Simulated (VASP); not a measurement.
**W: relaxation of cell and atoms with LDA**

W:

```
W
1.0
     2.59000    0.00000    0.00000
     0.00000    2.59000    0.00000
     0.00000    0.00000    2.59000
W
1
Direct
  0.00000 0.00000 0.00000
```

This isn't the form of W at room conditions, which is bcc.

```
Program                : VASP 6.6.1
Task                   : relaxation of cell and atoms
Functional             : LDA
Potentials or basis    : VASP PAW LDA potentials, release 64 (W_sv)
Cutoff                 : 600 eV
k mesh                 : 10 × 10 × 10
Occupations            : fermi-dirac, width 0.05 eV
Spin                   : no spin polarisation
Dipole correction      : no
Further INCAR settings : ALGO = Normal; EDIFF = 1e-06; IBRION = 2; EDIFFG = -0.03; NSW = 60; ISIF = 3
```

The relaxed volume is 17.56 Å³/atom and the relaxed cell is a = 2.599 Å, b = 2.599 Å, c = 2.599 Å, α = 90.00°, β = 90.00°, γ = 90.00°. The space group after relaxing (to 0.1 Å) is Pm-3m (No. 221). The energy gained by relaxing is 1.5 meV/atom, the ionic steps are 3 and the pressure after relaxing is 0.0 GPa. The band gap on the k mesh is zero (bands 7 and 8 overlap by 2.90 eV).

The path:
```tsv
step	energy change (eV)	largest force (eV/Å)	pressure (GPa)	volume (Å³)
1	0.0000	0.0000	2.64	17.37
2	0.0105	0.0000	-6.88	18.10
3	-0.0015	0.0000	-0.02	17.56
```

Final structure:
```yaml
crystal:
  lattice:
    - [2.59933, 0.00000, 0.00000]
    - [0.00000, 2.59933, 0.00000]
    - [0.00000, 0.00000, 2.59933]
  atoms:
    - { symbol: W, position: [0.00000, 0.00000, 0.00000] }
```

Levels at points of the mesh, in eV from the Fermi level:
| k point | band 3 | band 4 | band 5 | band 6 | band 7 | band 8 | band 9 | band 10 | band 11 |
| --- | --- | --- | --- | --- | --- | --- | --- | --- | --- |
| (0.00, 0.00, 0.00) | -37.53 | -37.53 | -8.83 | -4.65 | -4.65 | 4.81 | 4.81 | 4.81 | 14.91 |
| (0.50, 0.00, 0.00) | -37.40 | -37.40 | -5.28 | -3.63 | -0.74 | 0.78 | 0.78 | 5.24 | 9.64 |
| (0.50, 0.50, 0.00) | -38.79 | -37.27 | -5.98 | -3.09 | 1.60 | 1.60 | 4.94 | 4.94 | 7.72 |
| (0.50, 0.50, 0.50) | -38.61 | -38.61 | -4.26 | -4.26 | -4.26 | 7.21 | 8.02 | 8.02 | 12.05 |

It took 23 s on 1 thread of Intel(R) Xeon(R) Platinum 8259CL CPU @ 2.50GHz (Skylake/Cascade Lake) (shared host), peak memory 0.14 GiB.

Caveat: spin-orbit coupling is left out, which moves the levels of the heavy elements.
